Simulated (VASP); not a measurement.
# GaN: single point with r2SCAN

The system is GaN.

```
CELL_PARAMETERS angstrom
0.08747 2.24647 2.24647
2.24647 0.08747 2.24647
2.24647 2.24647 0.08747
ATOMIC_POSITIONS crystal
Ga 0.00325 0.00325 0.00325
N 0.24675 0.24675 0.24675
```

This cell differs from its parent crystal: epitaxial 111 strain -4.0%.

| Item | Value |
| --- | --- |
| Program | VASP 6.6.1 |
| Task | single point |
| Functional | r2SCAN |
| Potentials or basis | VASP PAW PBE potentials, release 64 (Ga_d, N) |
| Cutoff | 520 eV |
| k mesh | 10 × 10 × 10 |
| Occupations | gaussian, width 0.01 eV |
| Spin | non-collinear spin, zero start, spin-orbit coupling |
| Starting moments | [[0.0, 0.0, 0.0], [0.0, 0.0, 0.0]] μB |
| Dipole correction | no |
| Further INCAR settings | ALGO = Normal; EDIFF = 1e-06; NBANDS = 30 |

* Pressure: 15.5 GPa
* Largest force: 0.019 eV/Å
* Net moment: 0.00 μB per cell
* Valence electrons inside the program's atomic spheres: Ga 11.97; N 3.83

Forces on the atoms (eV/Å):
```
Ga   0.011  0.011  0.011
N   -0.011 -0.011 -0.011
```

Stress tensor (GPa, compression positive):
```
15.49 -7.10 -7.10
-7.10 15.49 -7.10
-7.10 -7.10 15.49
```

Moments on the atoms (μB; x, y, z):
```
Ga  0.00 0.00 0.00
N   0.00 0.00 0.00
```

Wall time 46 min on 1 thread of Oxide Virtual Turin-like Processor, on a shared host, peak memory 0.33 GiB.

Caveat: the cell differs from its parent crystal (epitaxial 111 strain -4.0%); the cell stands under pressure; the structure was generated, so it needn't be the stable form of GaN; the PAW data sets were made with another functional, which shifts forces and pressure a little.
